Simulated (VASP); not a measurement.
# Li4Nb4O11 (a cell with a defect) in VASP: notebook, part 2 of 2

VASP 6.6.1. The steps go on from the part before.

### Step 3. Single point, PBEsol

INCAR reads:

```
PREC = Accurate ; ENCUT = 520
EDIFF = 1E-6 ; ISMEAR = 0
SIGMA = 0.05 ; LREAL = Auto
LASPH = T ; NELM = 60
ALGO = Normal ; ISIF = 2
LWAVE = F ; LCHARG = F
GGA = PS ; NBANDS = 80
NELECT = 128.0
```

KPOINTS reads:

```
regular mesh
0
Gamma
  4 4 4
```

POSCAR reads:

```
Li4Nb4O11
1.0
    5.1825903872      0.0000000000      0.0000000000
    0.0000000000      2.9921699552     -4.5492247954
    0.0000000000      5.9843399104      4.5492247953
Li Nb O
4 4 11
Direct
    0.0000000000      0.5000000000      0.2500000000
    0.5000000000      0.0000000000      0.7500000000
    0.0000000000      0.5000000000      0.7500000000
    0.5000000000      0.0000000000      0.2500000000
    0.0000000000      0.0000000000      0.0000000000
    0.5000000000      0.5000000000      0.5000000000
    0.0000000000      0.0000000000      0.5000000000
    0.5000000000      0.5000000000      0.0000000000
    0.8795714442      0.0000000000      0.2500000000
    0.3795714442      0.5000000000      0.7500000000
    0.8102142779      0.6897857221      0.9397857221
    0.8102142779      0.3102142779      0.5602142779
    0.3102142779      0.8102142779      0.0602142779
    0.1204285558      0.0000000000      0.7500000000
    0.6204285558      0.5000000000      0.2500000000
    0.6897857221      0.8102142779      0.5602142779
    0.1897857221      0.3102142779      0.0602142779
    0.2425151649      0.0872835187      0.4397857221
    0.6897857221      0.1897857221      0.9397857221
```

Potentials or basis: VASP PAW PBE potentials, release 64 (Li_sv, Nb_sv, O).

The run is started by

```
> cat potpaw_PBE.64/Li_sv/POTCAR potpaw_PBE.64/Nb_sv/POTCAR potpaw_PBE.64/O/POTCAR > POTCAR
> mpirun -np 1 vasp_std > vasp.out
```

OUTCAR:

```text
PREC = Accurate
   ENCUT = 520
   EDIFF = 1E-6
   ISMEAR = 0
   LREAL = Auto
   LASPH = T
   NELM = 60
   ISIF = 2
   GGA = PS
   NELECT = 128.0

 ion  position               nearest neighbor table
   1  0.000  0.500  0.250-  15 1.97  17 1.97
   2  0.500  0.000  0.750-  14 1.97  16 1.97  19 1.97
   3  0.000  0.500  0.750-  10 1.97  11 1.97  12 1.97
   4  0.500  0.000  0.250-   9 1.97  13 1.97  18 1.99
   5  0.000  0.000  0.000-  13 1.98  19 1.98  14 1.98   9 1.98  17 1.98  11 1.98
   6  0.500  0.500  0.500-  12 1.98  10 1.98  15 1.98  16 1.98
   7  0.000  0.000  0.500-  18 1.43  16 1.98   9 1.98  14 1.98  12 1.98
   8  0.500  0.500  0.000-  11 1.98  17 1.98  15 1.98  10 1.98  13 1.98  19 1.98
   9  0.880  0.000  0.250-   4 1.97   5 1.98   7 1.98
  10  0.380  0.500  0.750-   3 1.97   6 1.98   8 1.98
  11  0.810  0.690  0.940-   3 1.97   8 1.98   5 1.98
  12  0.810  0.310  0.560-   3 1.97   6 1.98   7 1.98
  13  0.310  0.810  0.060-   4 1.97   5 1.98   8 1.98
  14  0.120  0.000  0.750-   2 1.97   5 1.98   7 1.98
  15  0.620  0.500  0.250-   1 1.97   6 1.98   8 1.98
  16  0.690  0.810  0.560-   2 1.97   7 1.98   6 1.98
  17  0.190  0.310  0.060-   1 1.97   8 1.98   5 1.98
  18  0.243  0.087  0.440-   7 1.43   4 1.99
  19  0.690  0.190  0.940-   2 1.97   5 1.98   8 1.98

  LATTYP: Found a simple monoclinic cell.
 ALAT       =     5.4450461228
 B/A-ratio  =     0.9517991713
 C/A-ratio  =     1.3805512169
 COS(beta)  =    -0.0681454888

  Lattice vectors:

 A1 = (   0.0000000000,   2.9921699552,  -4.5492247954)
 A2 = (  -5.1825903872,   0.0000000000,   0.0000000000)
 A3 = (   0.0000000000,   5.9843399104,   4.5492247953)

Analysis of symmetry for initial positions (statically):
=====================================================================
 Subroutine PRICEL returns:
 Original cell was already a primitive cell.

 Routine SETGRP: Setting up the symmetry group for a
 simple monoclinic supercell.

 Subroutine GETGRP returns: Found  1 space group operations
 (whereof  1 operations were pure point group operations)
 out of a pool of  4 trial point group operations.

The static configuration has the point symmetry C_1 .

Analysis of symmetry for dynamics (positions and initial velocities):
=====================================================================
 Subroutine PRICEL returns:
 Original cell was already a primitive cell.

 Routine SETGRP: Setting up the symmetry group for a
 simple monoclinic supercell.

 Subroutine GETGRP returns: Found  1 space group operations
 (whereof  1 operations were pure point group operations)
 out of a pool of  4 trial point group operations.

The dynamic configuration has the point symmetry C_1 .

 Subroutine INISYM returns: Found  1 space group operations
 (whereof  1 operations are pure point group operations),
 and found     1 'primitive' translations

----------------------------------------------------------------------------------------

                                     Primitive cell

  volume of cell :     211.6371

[... 81 lines left out ...]
  0.500000  0.000000  0.000000      1.000000
  0.000000  0.250000  0.000000      2.000000
  0.250000  0.250000  0.000000      2.000000
  0.250000 -0.250000 -0.000000      2.000000
[... 16 lines left out ...]
  0.000000 -0.250000  0.250000      2.000000
  0.250000 -0.250000  0.250000      2.000000
 [... further k-points ...]
   k-points           NKPTS =     36   k-points in BZ     NKDIM =     36   number of bands    NBANDS=     80
   number of dos      NEDOS =    301   number of ions     NIONS =     19
   total plane-waves  NPLWV =  89600
   dimension x,y,z NGX =    40 NGY =   40 NGZ =   56
   dimension x,y,z NGXF=    80 NGYF=   80 NGZF=  112
   ions per type =               4   4  11
   NGX,Y,Z   is equivalent  to a cutoff of  12.83, 12.21, 12.38 a.u.
   NGXF,Y,Z  is equivalent  to a cutoff of  25.66, 24.43, 24.77 a.u.
 SYSTEM =  unknown system
   PREC   = accura    normal or accurate (medium, high low for compatibility)
   ISTART =      0    job   : 0-new  1-cont  2-samecut
   ICHARG =      2    charge: 1-file 2-atom 10-const
   ISPIN  =      1    spin polarized calculation?
   LNONCOLLINEAR =      F non collinear calculations
   LSORBIT =      F    spin-orbit coupling
   LASPH  =      T    aspherical Exc in radial PAW
   ENCUT  =  520.0 eV  38.22 Ry    6.18 a.u.   9.64 10.12 13.98*2*pi/ulx,y,z
   NELM   =     60;   NELMIN=  2; NELMDL= -5     # of ELM steps
   EDIFF  = 0.1E-05   stopping-criterion for ELM
   LREAL  =      T    real-space projection
   EDIFFG = 0.1E-04   stopping-criterion for IOM
   NSW    =      0    number of steps for IOM
   IBRION =     -1    ionic relax: 0-MD 1-quasi-New 2-CG
   NFREE  =      0    steps in history (QN), initial steepest desc. (CG)
   ISIF   =      2    stress and relaxation
   ISYM   =      2    0-nonsym 1-usesym 2-fastsym
   POTIM  = 0.5000    time-step for ionic-motion
   TEBEG  =    0.0;   TEEND  =   0.0 temperature during run
   PSTRESS=    0.0 pullay stress
   NELECT =     128.0000    total number of electrons
   NUPDOWN=      -1.0000    fix difference up-down
   EMIN   =  10.00;   EMAX   =-10.00  energy-range for DOS
   EFERMI =   0.00;   METHOD = LEGACY
   ISMEAR =     0;   SIGMA  =   0.05  broadening in eV -4-tet -1-fermi 0-gaus
   EFERMI_NEDOS =   21; number of points for ismear=-14 and -15
   IALGO  =     38    algorithm
   IMIX   =      4    mixing-type and parameters
     AMIX     =   0.40;   BMIX     =  1.00
     AMIX_MAG =   1.60;   BMIX_MAG =  1.00
  volume/ion in A,a.u.               =      11.14        75.17
  Fermi-wavevector in a.u.,A,eV,Ry     =   1.384462  2.616253 26.078745  1.916734
  Thomas-Fermi vector in A             =   2.508963
   LORBIT       =      0    0 simple, 1 ext, 2 COOP (PROOUT), +10 PAW based schemes
   GGA     = PS    functional components
   LHFCALC =     F    Hartree Fock is set to
   AEXX    =    0.0000 exact exchange contribution
   IVDW    =     0    specifies the selected vdW correction
   LEPSILON=     F    determine dielectric tensor
   LRPA    =     F    only Hartree local field effects (RPA)
 non-spin polarized calculation
 Gauss-broadening in eV      SIGMA  =   0.05
  energy-cutoff  :      520.00
  volume of cell :      211.64
 maximum number of plane-waves:      5740
 NGX is ok and might be reduce to    40
   NGX = 19   NGY = 21   NGZ = 27

 number of electron     127.9999965 magnetization

 Free energy of the ion-electron system (eV)
  ---------------------------------------------------
  ext. energy  EPLUGINS =         0.00000000
  ---------------------------------------------------
  free energy    TOTEN  =      -160.18246607 eV

  energy without entropy =     -160.18246607  energy(sigma->0) =     -160.18246607

 E-fermi :   4.3893     XC(G=0): -10.6393

 val. band max:        4.1030044816   @ k =   0.2500   0.0000   0.5000
 cond. band min:       4.6974309818   @ k =   0.2500   0.2500   0.5000
 fundamental gap:      0.5944265003
 Fermi energy:         4.3893197463

 k-point     1 :       0.0000    0.0000    0.0000
  band No.  band energies     occupation
      1     -52.0273      2.00000
      2     -50.6660      2.00000
      3     -50.2662      2.00000
      4     -50.0396      2.00000
      5     -39.4002      2.00000
      6     -38.3473      2.00000
[... 1885 lines left out ...]
     75       8.8119      0.00000
     76       9.0129      0.00000

 [... further k-points ...]

 [bands above 76 left out]

------------------------ aborting loop because EDIFF is reached ----------------------------------------

  FORCE on cell =-STRESS in cart. coord.  units (eV):
  Direction    XX          YY          ZZ          XY          YZ          ZX
  --------------------------------------------------------------------------------------
  -------------------------------------------------------------------------------------
  Total       16.5463598    -20.5168631     -9.9588320     -1.3025624      1.5783451    -18.3400023
  in kB      125.2625510   -155.3208465    -75.3923349     -9.8609177     11.9487027   -138.8411405
  external PRESSURE =     -35.1502101 kB  Pullay stress =       0.0000000 kB

 VOLUME and BASIS-vectors are now :
 -----------------------------------------------------------------------------
  energy-cutoff  :      520.00
  volume of cell :      211.64
      direct lattice vectors                 reciprocal lattice vectors
     5.182590387  0.000000000  0.000000000     0.192953702  0.000000000  0.000000000
     0.000000000  2.992169955 -4.549224795     0.000000000  0.111401872 -0.146545114
     0.000000000  5.984339910  4.549224795     0.000000000  0.111401872  0.073272557

 POSITION                                       TOTAL-FORCE (eV/Angst)
 -----------------------------------------------------------------------------------
      0.00000      2.99217     -1.13731        -0.694826     -1.264715     -0.574721
      2.59130      4.48825      3.41192         0.031596      0.510672      0.421420
      0.00000      5.98434      1.13731        -0.327057      0.720049      0.570896
      2.59130      1.49608      1.13731         0.468447     -0.791134     -0.461231
      0.00000      0.00000      0.00000        -0.408475     -0.252912     -0.026280
      2.59130      4.48825     -0.00000         6.456541      2.466426      0.687571
[... 11 lines left out ...]
      1.25686      2.89299      1.60361        29.150797     -2.111704    -14.856346
      3.57488      6.19187      3.41192        -0.119728      0.280245     -0.341007
 -----------------------------------------------------------------------------------
    total drift:                                0.007984     -0.001641     -0.004758

  FREE ENERGIE OF THE ION-ELECTRON SYSTEM (eV)
  ---------------------------------------------------
  free  energy   TOTEN  =      -160.1824660705 eV

  energy  without entropy=     -160.1824660705  energy(sigma->0) =     -160.18246607
```

Run time: 9.5 min. Hardware: 1 thread of Intel Xeon Platinum 8559C (Emerald Rapids), shared host; peak memory 0.53 GiB.

Results:

```yaml
Free_energy: -160.1825 eV
Largest_force: 32.786 eV/Å
```

Forces in eV/Å, atoms in the order of the input:
```
Li   -0.695  -1.265  -0.575
Li    0.032   0.511   0.421
Li   -0.327   0.720   0.571
Li    0.468  -0.791  -0.461
Nb   -0.408  -0.253  -0.026
Nb    6.457   2.466   0.688
Nb  -26.401   4.468  11.193
Nb    0.362  -0.298  -0.217
O    -0.546  -0.115   0.788
O    -0.430  -2.793  -1.852
O    -0.367  -0.032   0.278
O    -2.087   0.499  -1.748
O     0.109   0.050   0.473
O     0.154  -0.732   0.157
O    -1.268   2.001   1.763
O    -4.262  -3.123   3.709
O     0.179   0.518   0.036
O    29.151  -2.112 -14.856
O    -0.120   0.280  -0.341
```

Caveat: the cell carries a net charge on a neutralising background, which shifts energy and pressure; the cell differs from its parent crystal (atoms taken out, atom 18 moved 1.167 of the way to it and -0.467 Å across, host rigid); the cell is charged against a uniform background, so pressure and absolute levels hang on convention; the cutoff is under 1.25 times the usual one of these potentials, so pressure, stress and relaxed cells hold a basis-set (Pulay) error; atoms lie so close that the PAW spheres overlap strongly, which falsifies energies and pressures; the PAW data sets were made with another functional, which shifts forces and pressure a little.
